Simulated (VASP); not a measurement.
Ca: single point with PBEsol

Ca:

```xyz
2
Lattice="3.8524 0.0000 0.0000 -1.9262 3.3362 0.0000 0.0000 0.0000 6.3420" Properties=species:S:1:pos:R:3 pbc="T T T"
Ca    0.0000    0.0000    0.0000
Ca    0.0000    2.2242    3.1710
```

This isn't the form of Ca at room conditions, which is fcc.

```yaml
Program: VASP 6.6.1
Task: single point
Functional: PBEsol
Potentials_or_basis: VASP PAW PBE potentials, release 64 (Ca_sv)
Cutoff: 520 eV
k_mesh: 12 × 12 × 8
Occupations: gaussian, width 0.1 eV
Spin: no spin polarisation
```

```
Pressure               : 0.0 GPa
Band gap on the k mesh : zero (bands 10 and 11 overlap by 0.46 eV)
```

Levels at points of the mesh, in eV from the Fermi level:
| k point | band 6 | band 7 | band 8 | band 9 | band 10 | band 11 | band 12 | band 13 | band 14 | band 15 |
| --- | --- | --- | --- | --- | --- | --- | --- | --- | --- | --- |
| (0.00, 0.00, 0.00) | -22.80 | -22.80 | -22.79 | -4.16 | -1.12 | -0.23 | 2.26 | 2.30 | 2.30 | 2.62 |
| (0.50, 0.00, 0.00) | -22.86 | -22.83 | -22.82 | -1.16 | -0.71 | 0.16 | 0.33 | 1.37 | 1.92 | 2.23 |
| (0.00, 0.00, 0.50) | -22.81 | -22.81 | -22.81 | -3.12 | -3.12 | 1.36 | 1.36 | 2.30 | 2.30 | 2.30 |
| (0.50, 0.00, 0.50) | -22.84 | -22.84 | -22.84 | -0.74 | -0.74 | 0.11 | 0.11 | 1.43 | 1.43 | 2.92 |

It took 65 s on 1 thread of Oxide Virtual Turin-like Processor, on a shared host, peak memory 0.23 GiB.

Caveat: the PAW data sets were made with another functional, which shifts forces and pressure a little.
